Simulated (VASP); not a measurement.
Wanted: the native input for a VASP 6.6.1 run.

| Property | Result |
| --- | --- |
| Task | single point |
| Functional | PBEsol |
| Potentials or basis | VASP PAW PBE potentials, release 64 (Ti_sv, Al) |
| Cutoff | 520 eV |
| k mesh | 16 × 16 × 16 |
| Occupations | gaussian, width 0.15 eV |
| Spin | no spin polarisation |
| Dipole correction | no |
| Further INCAR settings | ALGO = Fast; EDIFF = 1e-07; NBANDS = 14 |

The structure of TiAl lies in POSCAR:

```
TiAl
1.0
    3.2226182341      0.0000000000      0.0000000000
    0.0000000000      3.2226182341      0.0000000000
    0.0000000000      0.0000000000      3.0937135048
Ti Al
1 1
Direct
    0.0000000000      0.0000000000      0.0000000000
    0.5000000000      0.5000000000      0.5000000000
```

This cell differs from its parent crystal: ratio of the length along z to the lengths across it x 0.96, volume and fractional coordinates fixed.

These files were run (other wordings do the same):

INCAR

```
PREC     = Accurate       # precision mode
ENCUT    = 520            # plane-wave cutoff, eV
EDIFF    = 1E-7           # SCF threshold, eV
ISMEAR   = 0              # smearing method
SIGMA    = 0.15           # smearing width, eV
LREAL    = F              # projectors in reciprocal space
LASPH    = T              # aspherical terms in the spheres
NELM     = 100            # most SCF steps
ALGO     = Fast           # electronic algorithm
ISIF     = 2              # what is computed and relaxed
LWAVE    = F              # write WAVECAR
LCHARG   = T              # write CHGCAR
GGA      = PS             # functional
LELF     = T              # ELF
LVHAR    = T            
NBANDS   = 14             # bands
```

KPOINTS

```
regular mesh
0
Gamma
  16 16 16
```

Potentials or basis: VASP PAW PBE potentials, release 64 (Ti_sv, Al).

Launch:

```console
$ cat potpaw_PBE.64/Ti_sv/POTCAR potpaw_PBE.64/Al/POTCAR > POTCAR
$ mpirun -np 1 vasp_std > vasp.out
```

Results of the run:

```
Pressure               : -2.3 GPa
Band gap on the k mesh : zero (an odd number of electrons rules out a gap without spin polarisation)
```

Caveat: the PAW data sets were made with another functional, which shifts forces and pressure a little.

Wall time 4.7 min on 1 thread of Intel Xeon 8259CL, with other jobs on the host, peak memory 0.3 GiB.
